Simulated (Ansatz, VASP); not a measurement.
## Os in VASP and in Ansatz

The input INCAR:

```
SYSTEM = Os
  ALGO = Normal
  EDIFF = 1E-6
  EDIFFG = -0.005
  ENCUT = 600
  GGA = PE
  IBRION = 2
  ISIF = 3
  ISMEAR = -1
  LASPH = .TRUE.
  LCHARG = .FALSE.
  LREAL = .FALSE.
  LWAVE = .FALSE.
  NELM = 100
  NSW = 100
  PREC = Accurate
  SIGMA = 0.03
```

KPOINTS

```
k-points
0
G
  16 16 9
  0 0 0
```

Contents of POSCAR:

```
Os
1.0
    2.6584457015      0.0000000000      0.0000000000
   -1.3292228508      2.3022815121      0.0000000000
    0.0000000000      0.0000000000      4.3066820365
Os
2
Direct
    0.3333333333      0.6666666667      0.2500000000
    0.6666666667      0.3333333333      0.7500000000
```

Input for Ansatz:

```yaml
crystal:
  lattice:
    - [2.6584457015, 0.0, 0.0]
    - [-1.3292228508, 2.3022815121, 0.0]
    - [0.0, 0.0, 4.3066820365]
  atoms:
    - { symbol: Os, position: [0.3333333333, 0.6666666667, 0.25] }
    - { symbol: Os, position: [0.6666666667, 0.3333333333, 0.75] }
kpoints:
  mp_grid: { grid: [16, 16, 9] }
scf:
  occupations: { method: fermi_dirac, width: 0.03 }
hamiltonian:
  xc: pbe
  pseudopotentials: { kind: paw }
output:
  forces: true
  stress: true
relax:
  f_tol: 0.005
  max_steps: 80
  cell: {}
```

Alike in both runs: task relaxation of cell and atoms; functional PBE; k mesh 16 × 16 × 9; occupations fermi-dirac, width 0.03 eV; no spin polarisation.

|  | VASP | Ansatz |
| --- | --- | --- |
| version | VASP 6.6.1 | Ansatz 0.2.0 |
| potentials or method | VASP PAW PBE potentials, release 64 (Os) | PAW with Ansatz's default frozen-core files, scalar-relativistic |
| plane-wave cutoff (eV) | 600 | 420 |
| valence electrons in the cell | 16 | 32 |

VASP gave:

- relaxed volume (Å³/atom): 14.27
- relaxed cell length with the largest relative difference (Å): 4.347

Question: Which values does Ansatz return?

Answer: Relaxed volume (Å³/atom): 14.27; relaxed cell length with the largest relative difference (Å): 4.348.

VASP's potentials hold 16 valence electrons a cell and Ansatz's 32, so a difference there can come from the potentials and not from the codes.

Spin-orbit coupling is off throughout.
